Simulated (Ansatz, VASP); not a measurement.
## Two plane-wave programs on HfSn3S8

```
Hf Sn S
1.0
     3.68970    0.00000    0.00000
    -1.84485    3.19537    0.00000
     0.00000    0.00000   27.27388
Hf Sn S
1 3 8
Cartesian
  0.0000 0.0000 13.6369
  0.0000 0.0000 0.0000
  0.0000 0.0000 6.8619
  0.0000 0.0000 20.4120
  0.0000 2.1302 1.4825
  0.0000 2.1302 8.3444
  0.0000 2.1302 15.0661
  0.0000 2.1302 21.8945
  1.8449 1.0651 5.3793
  1.8449 1.0651 12.2078
  1.8449 1.0651 18.9295
  1.8449 1.0651 25.7914
```

Alike in both runs: functional PBE; k mesh 12 × 12 × 1; occupations gaussian, width 0.02 eV; no spin polarisation.

Ansatz relaxed the structure, and its values are those at the end. VASP's run is a single point on that final structure, the one shown.

```csv
,VASP,Ansatz
version,VASP 6.6.1,Ansatz 0.2.0
potentials or method,"VASP PAW PBE potentials, release 64 (Hf_pv, Sn_d, S), cutoff 520 eV","scalar-relativistic, plane waves, PAW"
valence electrons in the cell,100,116
```

```csv
,VASP,Ansatz,Ansatz less VASP
gap on the k mesh at the Fermi level (eV),1.23,1.21,-0.023
least direct gap on the mesh (eV),1.76,1.76,+0.002
pressure (GPa),-0.2,0.0,+0.20
rms of the force components (eV/Å),0.016,0.001,-0.0154
```

VASP's potentials hold 100 valence electrons a cell and Ansatz's 116, so a difference there can come from the potentials and not from the codes.

Neither program's run includes spin-orbit coupling.
